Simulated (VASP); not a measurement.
Wanted: the native input for a VASP 6.6.1 run.

```yaml
Task: single point
Functional: PBEsol
Potentials_or_basis: VASP PAW PBE potentials, release 64 (Mg, O)
Cutoff: 520 eV
k_mesh: 10 × 10 × 10
Occupations: gaussian, width 0.05 eV
Spin: no spin polarisation
Dipole_correction: no
Further_INCAR_settings: ALGO = Normal; EDIFF = 1e-06; NBANDS = 11
```

The structure of MgO lies in POSCAR:

```
MgO
1.0
    0.0000000000      2.1351500000      2.1351500000
    2.1351500000      0.0000000000      2.1351500000
    2.1351500000      2.1351500000      0.0000000000
Mg O
1 1
Direct
    0.0000000000      0.0000000000      0.0000000000
    0.5234175585      0.5234175585      0.4765824415
```

This cell differs from its parent crystal: all O atoms moved -0.100 Å, as atom 2 towards its neighbour atom 1 (Mg) at 2.135 Å.

One way to write it, as run:

INCAR

```
  PREC = Accurate
  ENCUT = 520
  EDIFF = 1E-6
  ISMEAR = 0
  SIGMA = 0.05
  LREAL = F
  LASPH = T
  NELM = 80
  ALGO = Normal
  ISIF = 2
  LWAVE = F
  LCHARG = T
  GGA = PS
  LELF = T
  LVHAR = T
  NBANDS = 11
```

KPOINTS

```
regular mesh
0
Gamma
  10 10 10
```

Potentials or basis: VASP PAW PBE potentials, release 64 (Mg, O).

Launch:

```console
$ cat potpaw_PBE.64/Mg/POTCAR potpaw_PBE.64/O/POTCAR > POTCAR
$ mpirun -np 1 vasp_std > vasp.out
```

It gave:

```yaml
Pressure: -5.4 GPa
Largest_force: 0.475 eV/Å
Band_gap_on_the_k_mesh: 4.25 eV, direct
```

Caveat: the cell differs from its parent crystal (all O atoms moved -0.100 Å, as atom 2 towards its neighbour atom 1 (Mg) at 2.135 Å); the PAW data sets were made with another functional, which shifts forces and pressure a little.

Wall time 18 s on 1 thread of Intel Xeon 8259CL, with other jobs on the host, peak memory 0.15 GiB.
